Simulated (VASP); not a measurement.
SrTiO3, 5 atoms in the cell. The structure is cubic, space group Pm-3m (No. 221). Conventional cell: a = 3.856 Å, b = 3.856 Å, c = 3.856 Å, α = 90.00°, β = 90.00°, γ = 90.00°. Within 3.6 Å of Sr (site symmetry m-3m) lie 12 O at 2.73 Å and 8 Ti at 3.34 Å. Within 2.6 Å of Ti (site symmetry m-3m) lie 6 O at 1.93 Å. Within 2.6 Å of O (site symmetry 4/mmm) lie 2 Ti at 1.93 Å.  This cell differs from its parent crystal: volume scaled by 0.94.

| Property | Result |
| --- | --- |
| Program | VASP 6.6.1 |
| Task | single point |
| Functional | PBE |
| Potentials or basis | VASP PAW PBE potentials, release 64 (Sr_sv, Ti_sv, O) |
| Cutoff | 520 eV |
| k mesh | 8 × 8 × 8 |
| Occupations | gaussian, width 0.02 eV |
| Spin | no spin polarisation |
| Dipole correction | no |
| Further INCAR settings | ALGO = Normal; EDIFF = 1e-07; NBANDS = 28 |

Potentials or basis: VASP PAW PBE potentials, release 64 (Sr_sv, Ti_sv, O).

The run is started by

```sh
$ cat potpaw_PBE.64/Sr_sv/POTCAR potpaw_PBE.64/Ti_sv/POTCAR potpaw_PBE.64/O/POTCAR > POTCAR
$ mpirun -np 1 vasp_std > vasp.out
```

Hardware: 1 thread of Intel(R) Xeon(R) Platinum 8488C (Sapphire Rapids), with other jobs on the host.

Question: How long does it take, and how much memory?

Answer: Wall time 69 s on 1 thread of Intel(R) Xeon(R) Platinum 8488C (Sapphire Rapids), with other jobs on the host, peak memory 0.2 GiB. Counts: scf iterations 18, k points 35.
